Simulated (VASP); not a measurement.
# AlGa2N3 (P-3m1) in VASP: further runs

The runs below take AlGa2N3 through single point, with PBE.

Program: VASP 6.6.1. These are calculated values, not measurements. Logs are shortened: lines on timing, memory, paths and dates and some standing lists are left out, and cuts for length are marked.

## Step 1: The cell of the first run

It takes space group P-3m1 (No. 164, trigonal). The conventional cell has a = 2.972 Å, b = 2.972 Å, c = 7.285 Å, α = 90.00°, β = 90.00°, γ = 120.00°. Al (site symmetry -3m) has 6 N at 2.06 Å within 2.7 Å. Within 2.8 Å of Ga (site symmetry 3m) lie 6 N at 2.12 to 2.13 Å. Within 2.7 Å of N (site symmetry 3m) lie 3 Al at 2.06 Å and 3 Ga at 2.13 Å. Within 2.8 Å of N (site symmetry -3m) lie 6 Ga at 2.12 Å.

## Step 2: Single point, PBE

INCAR reads:

```
SYSTEM = AlGa2N3
ALGO = Normal ; EDIFF = 1E-6
ENCUT = 520 ; GGA = PE
ISIF = 2 ; ISMEAR = 0
LASPH = .True. ; LCHARG = .False.
LREAL = .False. ; LWAVE = .False.
NBANDS = 31 ; NELM = 60
PREC = Accurate ; SIGMA = 0.1
```

KPOINTS reads:

```
k-points
0
Gamma
  6 6 2
  0 0 0
```

POSCAR reads:

```
AlGa2N3
1.0
    2.9717150380      0.0000000025      0.0000000000
   -1.4858575212      2.5735807145      0.0000000000
    0.0000000000      0.0000000000      7.2846908997
Al Ga N
1 2 3
Direct
    0.0000000000      0.0000000000      0.5000000000
    0.3333333333      0.6666666667      0.1699740162
    0.6666666667      0.3333333333      0.8300259838
    0.3333333333      0.6666666667      0.6574510475
    0.6666666667      0.3333333333      0.3425489525
    0.0000000000      0.0000000000      0.0000000000
```

Potentials or basis: VASP PAW PBE potentials, release 64 (Al, Ga_d, N).

On the command line:

```bash
cat potpaw_PBE.64/Al/POTCAR potpaw_PBE.64/Ga_d/POTCAR potpaw_PBE.64/N/POTCAR > POTCAR
mpirun -np 1 vasp_std > vasp.out
```

OUTCAR:

```text
SYSTEM = AlGa2N3
   EDIFF = 1E-6
   ENCUT = 520
   GGA = PE
   ISIF = 2
   ISMEAR = 0
   LASPH = .True.
   LREAL = .False.
   NELM = 60
   PREC = Accurate

 ion  position               nearest neighbor table
   1  0.000  0.000  0.500-   4 2.06   5 2.06   5 2.06   4 2.06   5 2.06   4 2.06   2 2.95   3 2.95
                             2 2.95   3 2.95   3 2.95   2 2.95
   2  0.333  0.667  0.170-   6 2.12   6 2.12   6 2.12   5 2.13   5 2.13   5 2.13   1 2.95   1 2.95
                             1 2.95
   3  0.667  0.333  0.830-   6 2.12   6 2.12   6 2.12   4 2.13   4 2.13   4 2.13   1 2.95   1 2.95
                             1 2.95
   4  0.333  0.667  0.657-   1 2.06   1 2.06   1 2.06   3 2.13   3 2.13   3 2.13
   5  0.667  0.333  0.343-   1 2.06   1 2.06   1 2.06   2 2.13   2 2.13   2 2.13
   6  0.000  0.000  0.000-   2 2.12   3 2.12   3 2.12   2 2.12   3 2.12   2 2.12

  LATTYP: Found a hexagonal cell.
 ALAT       =     2.9717150380
 C/A-ratio  =     2.4513423416

  Lattice vectors:

 A1 = (   2.9717150380,   0.0000000025,   0.0000000000)
 A2 = (  -1.4858575212,   2.5735807145,   0.0000000000)
 A3 = (   0.0000000000,   0.0000000000,   7.2846908997)

Analysis of symmetry for initial positions (statically):
=====================================================================
 Subroutine PRICEL returns:
 Original cell was already a primitive cell.

 Routine SETGRP: Setting up the symmetry group for a
 hexagonal supercell.

 Subroutine GETGRP returns: Found 12 space group operations
 (whereof 12 operations were pure point group operations)
 out of a pool of 24 trial point group operations.

The static configuration has the point symmetry D_3d.

Analysis of symmetry for dynamics (positions and initial velocities):
=====================================================================
 Subroutine PRICEL returns:
 Original cell was already a primitive cell.

 Routine SETGRP: Setting up the symmetry group for a
 hexagonal supercell.

 Subroutine GETGRP returns: Found 12 space group operations
 (whereof 12 operations were pure point group operations)
 out of a pool of 24 trial point group operations.

The dynamic configuration has the point symmetry D_3d.

 Subroutine INISYM returns: Found 12 space group operations
 (whereof 12 operations are pure point group operations),
 and found     1 'primitive' translations

----------------------------------------------------------------------------------------

                                     Primitive cell

  volume of cell :      55.7129

  direct lattice vectors                    reciprocal lattice vectors
     2.971715038  0.000000003  0.000000000     0.336506020  0.194281842  0.000000000
    -1.485857521  2.573580714  0.000000000    -0.000000000  0.388563682  0.000000000
     0.000000000  0.000000000  7.284690900     0.000000000  0.000000000  0.137274184

  length of vectors
     2.971715038  2.971715038  7.284690900     0.388563682  0.388563682  0.137274184

  position of ions in fractional coordinates (direct lattice)
     0.000000000  0.000000000  0.500000000
     0.333333333  0.666666667  0.169974016
     0.666666667  0.333333333  0.830025984
     0.333333333  0.666666667  0.657451047
     0.666666667  0.333333333  0.342548953
     0.000000000  0.000000000  0.000000000

  ion indices of the primitive-cell ions
   primitive index   ion index
                 1           1
                 2           2
                 3           3
                 4           4
                 5           5
                 6           6

----------------------------------------------------------------------------------------

 KPOINTS: k-points

Automatic generation of k-mesh.
 Grid dimensions read from file:
 generate k-points for:    6    6    2

 Generating k-lattice:

  Cartesian coordinates                     Fractional coordinates (reciprocal lattice)
     0.056084337  0.032380307  0.000000000     0.166666667  0.000000000  0.000000000
    -0.000000000  0.064760614  0.000000000     0.000000000  0.166666667  0.000000000
     0.000000000  0.000000000  0.068637092     0.000000000  0.000000000  0.500000000

  Length of vectors
     0.064760614  0.064760614  0.068637092

  Shift w.r.t. Gamma in fractional coordinates (k-lattice)
     0.000000000  0.000000000  0.000000000

 Subroutine IBZKPT returns following result:
 ===========================================

 Found     14 irreducible k-points:

 Following reciprocal coordinates:
            Coordinates               Weight
  0.000000  0.000000  0.000000      1.000000
  0.166667  0.000000  0.000000      6.000000
  0.333333  0.000000  0.000000      6.000000
  0.500000  0.000000  0.000000      3.000000
  0.166667  0.166667  0.000000      6.000000
  0.333333  0.166667  0.000000     12.000000
  0.333333  0.333333  0.000000      2.000000
  0.000000  0.000000  0.500000      1.000000
  0.166667  0.000000  0.500000      6.000000
  0.333333  0.000000  0.500000      6.000000
  0.500000  0.000000  0.500000      3.000000
  0.166667  0.166667  0.500000      6.000000
  0.333333  0.166667  0.500000     12.000000
  0.333333  0.333333  0.500000      2.000000
   k-points           NKPTS =     14   k-points in BZ     NKDIM =     14   number of bands    NBANDS=     31
   number of dos      NEDOS =    301   number of ions     NIONS =      6
   total plane-waves  NPLWV =  31104
   dimension x,y,z NGX =    24 NGY =   24 NGZ =   54
   dimension x,y,z NGXF=    48 NGYF=   48 NGZF=  108
   ions per type =               1   2   3
   NGX,Y,Z   is equivalent  to a cutoff of  13.43, 13.43, 12.32 a.u.
   NGXF,Y,Z  is equivalent  to a cutoff of  26.85, 26.85, 24.65 a.u.
 SYSTEM =  AlGa2N3
   PREC   = accura    normal or accurate (medium, high low for compatibility)
   ISTART =      0    job   : 0-new  1-cont  2-samecut
   ICHARG =      2    charge: 1-file 2-atom 10-const
   ISPIN  =      1    spin polarized calculation?
   LNONCOLLINEAR =      F non collinear calculations
   LSORBIT =      F    spin-orbit coupling
   LASPH  =      T    aspherical Exc in radial PAW
   ENCUT  =  520.0 eV  38.22 Ry    6.18 a.u.   5.53  5.53 13.54*2*pi/ulx,y,z
   NELM   =     60;   NELMIN=  2; NELMDL= -5     # of ELM steps
   EDIFF  = 0.1E-05   stopping-criterion for ELM
   LREAL  =      F    real-space projection
   EDIFFG = 0.1E-04   stopping-criterion for IOM
   NSW    =      0    number of steps for IOM
   IBRION =     -1    ionic relax: 0-MD 1-quasi-New 2-CG
   NFREE  =      0    steps in history (QN), initial steepest desc. (CG)
   ISIF   =      2    stress and relaxation
   ISYM   =      2    0-nonsym 1-usesym 2-fastsym
   POTIM  = 0.5000    time-step for ionic-motion
   TEBEG  =    0.0;   TEEND  =   0.0 temperature during run
   PSTRESS=    0.0 pullay stress
   NELECT =      44.0000    total number of electrons
   NUPDOWN=      -1.0000    fix difference up-down
   EMIN   =  10.00;   EMAX   =-10.00  energy-range for DOS
   EFERMI =   0.00;   METHOD = LEGACY
   ISMEAR =     0;   SIGMA  =   0.10  broadening in eV -4-tet -1-fermi 0-gaus
   EFERMI_NEDOS =   21; number of points for ismear=-14 and -15
   IALGO  =     38    algorithm
   IMIX   =      4    mixing-type and parameters
     AMIX     =   0.40;   BMIX     =  1.00
     AMIX_MAG =   1.60;   BMIX_MAG =  1.00
  volume/ion in A,a.u.               =       9.29        62.66
  Fermi-wavevector in a.u.,A,eV,Ry     =   1.513237  2.859604 31.155804  2.289887
  Thomas-Fermi vector in A             =   2.623055
   LORBIT       =      0    0 simple, 1 ext, 2 COOP (PROOUT), +10 PAW based schemes
   GGA     = PE    functional components
   LHFCALC =     F    Hartree Fock is set to
   AEXX    =    0.0000 exact exchange contribution
   IVDW    =     0    specifies the selected vdW correction
   LEPSILON=     F    determine dielectric tensor
   LRPA    =     F    only Hartree local field effects (RPA)
 non-spin polarized calculation
 Gauss-broadening in eV      SIGMA  =   0.10
  energy-cutoff  :      520.00
  volume of cell :       55.71
 maximum number of plane-waves:      1528
 NGX is ok and might be reduce to    24
   NGX = 11   NGY = 11   NGZ = 27

 number of electron      44.0000011 magnetization

 Free energy of the ion-electron system (eV)
  ---------------------------------------------------
  ext. energy  EPLUGINS =         0.00000000
  ---------------------------------------------------
  free energy    TOTEN  =       -36.81184540 eV

  energy without entropy =      -36.81184540  energy(sigma->0) =      -36.81184540

 E-fermi :   8.6884     XC(G=0): -12.7002

 val. band max:        8.1717667714   @ k =   0.1667   0.1667   0.0000
 cond. band min:       9.6463356529   @ k =   0.5000   0.0000   0.0000
 fundamental gap:      1.4745688815
 Fermi energy:         8.6883884948

 k-point     1 :       0.0000    0.0000    0.0000
  band No.  band energies     occupation
      1      -8.9146      2.00000
      2      -7.0161      2.00000
      3      -6.9580      2.00000
      4      -5.8384      2.00000
      5      -5.8384      2.00000
      6      -5.8010      2.00000
[... 23 lines left out ...]
     30      18.8967      0.00000
     31      19.2203      0.00000

 k-point     2 :       0.1667    0.0000    0.0000
  band No.  band energies     occupation
      1      -8.4467      2.00000
      2      -7.0479      2.00000
      3      -6.7274      2.00000
      4      -5.8216      2.00000
      5      -5.7863      2.00000
      6      -5.7795      2.00000
[... 23 lines left out ...]
     30      18.9465      0.00000
     31      19.3281      0.00000

 k-point     3 :       0.3333    0.0000    0.0000
  band No.  band energies     occupation
      1      -7.3231      2.00000
      2      -7.0965      2.00000
      3      -6.3622      2.00000
      4      -5.8514      2.00000
      5      -5.8148      2.00000
      6      -5.7748      2.00000
[... 363 lines left out ...]
     30      18.7208      0.00000
     31      19.0301      0.00000

 k-point    14 :       0.3333    0.3333    0.5000
  band No.  band energies     occupation
      1      -6.9868      2.00000
      2      -6.5544      2.00000
      3      -6.5544      2.00000
      4      -5.7534      2.00000
      5      -5.7534      2.00000
      6      -5.7496      2.00000
[... 23 lines left out ...]
     30      19.2127      0.00000
     31      19.2128      0.00000

------------------------ aborting loop because EDIFF is reached ----------------------------------------

  FORCE on cell =-STRESS in cart. coord.  units (eV):
  Direction    XX          YY          ZZ          XY          YZ          ZX
  --------------------------------------------------------------------------------------
  -------------------------------------------------------------------------------------
  Total        0.1517556      0.1517556      0.1675583     -0.0000000      0.0000000     -0.0000000
  in kB        4.3641444      4.3641444      4.8185960     -0.0000000      0.0000000     -0.0000000
  external PRESSURE =       4.5156283 kB  Pullay stress =       0.0000000 kB

 VOLUME and BASIS-vectors are now :
 -----------------------------------------------------------------------------
  energy-cutoff  :      520.00
  volume of cell :       55.71
      direct lattice vectors                 reciprocal lattice vectors
     2.971715038  0.000000003  0.000000000     0.336506020  0.194281842  0.000000000
    -1.485857521  2.573580714  0.000000000    -0.000000000  0.388563682  0.000000000
     0.000000000  0.000000000  7.284690900     0.000000000  0.000000000  0.137274184

 POSITION                                       TOTAL-FORCE (eV/Angst)
 -----------------------------------------------------------------------------------
      0.00000      0.00000      3.64235         0.000000      0.000000      0.000000
     -0.00000      1.71572      1.23821         0.000000     -0.000000      0.006210
      1.48586      0.85786      6.04648        -0.000000      0.000000     -0.006210
     -0.00000      1.71572      4.78933        -0.000000      0.000000     -0.043113
      1.48586      0.85786      2.49536         0.000000     -0.000000      0.043113
      0.00000      0.00000      0.00000         0.000000      0.000000      0.000000
 -----------------------------------------------------------------------------------
    total drift:                               -0.000000      0.000000      0.000000

  FREE ENERGIE OF THE ION-ELECTRON SYSTEM (eV)
  ---------------------------------------------------
  free  energy   TOTEN  =       -36.8118454022 eV

  energy  without entropy=      -36.8118454022  energy(sigma->0) =      -36.81184540
```

Run time: 31 s. Hardware: 1 thread of Intel Xeon 8259CL, shared host; peak memory 0.19 GiB.

What came out:

| Property | Result |
| --- | --- |
| Free energy | -36.8118 eV |
| Pressure | 0.5 GPa |
| Largest force | 0.043 eV/Å |
| Band gap on the k mesh | 1.47 eV (least direct gap 2.42 eV) |

Forces on the atoms (eV/Å):
```
Al   0.000  0.000  0.000
Ga   0.000  0.000  0.006
Ga   0.000  0.000 -0.006
N    0.000  0.000 -0.043
N    0.000  0.000  0.043
N    0.000  0.000  0.000
```

Levels at points of the mesh, in eV from the valence-band top:
| k point | band 19 | band 20 | band 21 | band 22 | band 23 | band 24 | band 25 | band 26 |
| --- | --- | --- | --- | --- | --- | --- | --- | --- |
| (0.00, 0.00, 0.00) | -0.27 | -0.27 | -0.06 | -0.06 | 2.90 | 5.34 | 5.46 | 9.20 |
| (0.50, 0.00, 0.00) | -2.38 | -1.93 | -1.33 | -0.94 | 1.47 | 5.72 | 5.97 | 7.01 |
| (0.00, 0.00, 0.50) | -0.19 | -0.19 | -0.13 | -0.13 | 4.34 | 4.98 | 5.11 | 9.55 |
| (0.50, 0.00, 0.50) | -2.37 | -2.31 | -0.37 | -0.34 | 2.74 | 3.94 | 4.98 | 7.71 |

Caveat: the k points lie up to 0.43 Å⁻¹ apart. A k mesh can miss the band edges.

## Step 3: Single point, PBE

This run uses another cell than the first one, of 13.93 Å³/atom.

INCAR reads:

```
PREC = Accurate
ENCUT = 520
EDIFF = 1E-6
ISMEAR = 0
SIGMA = 0.1
LREAL = False
LASPH = True
NELM = 60
ALGO = Normal
ISIF = 2
LWAVE = False
LCHARG = True
GGA = PE
LELF = True
LVHAR = True
NBANDS = 31
```

KPOINTS reads:

```
Automatic mesh
0
Gamma
  6 6 2
```

POSCAR reads:

```
AlGa2N3
1.0
    3.4026705300      0.0000000000      0.0000000000
   -1.7013352700      2.9467991200      0.0000000000
    0.0000000000      0.0000000000      8.3348065700
Al Ga N
1 2 3
Direct
    0.0000000000      0.0000000000      0.5000000000
    0.3333333300      0.6666666700      0.1666666700
    0.6666666700      0.3333333300      0.8333333300
    0.3333333300      0.6666666700      0.6666666700
    0.6666666700      0.3333333300      0.3333333300
    0.0000000000      0.0000000000      0.0000000000
```

Potentials or basis: VASP PAW PBE potentials, release 64 (Al, Ga_d, N).

On the command line:

```bash
cat potpaw_PBE.64/Al/POTCAR potpaw_PBE.64/Ga_d/POTCAR potpaw_PBE.64/N/POTCAR > POTCAR
mpirun -np 1 vasp_std > vasp.out
```

It took 84 s on 1 thread of Intel Xeon 8259CL, shared host; peak memory 0.22 GiB.

The run converged. Its results:

| Item | Value |
| --- | --- |
| Free energy | -32.3018 eV |
| Pressure | -34.7 GPa |
| Largest force | 0.653 eV/Å |
| Band gap on the k mesh | zero (bands 22 and 23 overlap by 0.60 eV) |

Forces in eV/Å, atoms in the order of the input:
```
Al   0.000  0.000  0.000
Ga   0.000  0.000  0.064
Ga   0.000  0.000 -0.064
N    0.000  0.000 -0.653
N    0.000  0.000  0.653
N    0.000  0.000  0.000
```

Levels at points of the mesh, in eV from the Fermi level:
| k point | band 19 | band 20 | band 21 | band 22 | band 23 | band 24 | band 25 | band 26 |
| --- | --- | --- | --- | --- | --- | --- | --- | --- |
| (0.00, 0.00, 0.00) | -0.19 | -0.19 | -0.19 | -0.13 | -0.13 | 2.82 | 2.98 | 6.02 |
| (0.50, 0.00, 0.00) | -1.60 | -1.41 | -0.82 | -0.76 | -0.63 | 3.12 | 3.72 | 5.08 |
| (0.00, 0.00, 0.50) | -0.17 | -0.17 | -0.16 | -0.16 | 1.45 | 1.68 | 3.28 | 5.58 |
| (0.50, 0.00, 0.50) | -1.54 | -1.45 | -0.24 | -0.24 | 0.71 | 1.42 | 3.28 | 5.64 |

Caveat: the k points lie up to 0.38 Å⁻¹ apart, too coarse for converged energies and pressures of a metal; semilocal functionals underestimate gaps, and a narrow one can read as zero.

(Part 1 of 2 ends here.)

The gap in the log of VASP goes by the Fermi energy; the results here count the filled bands.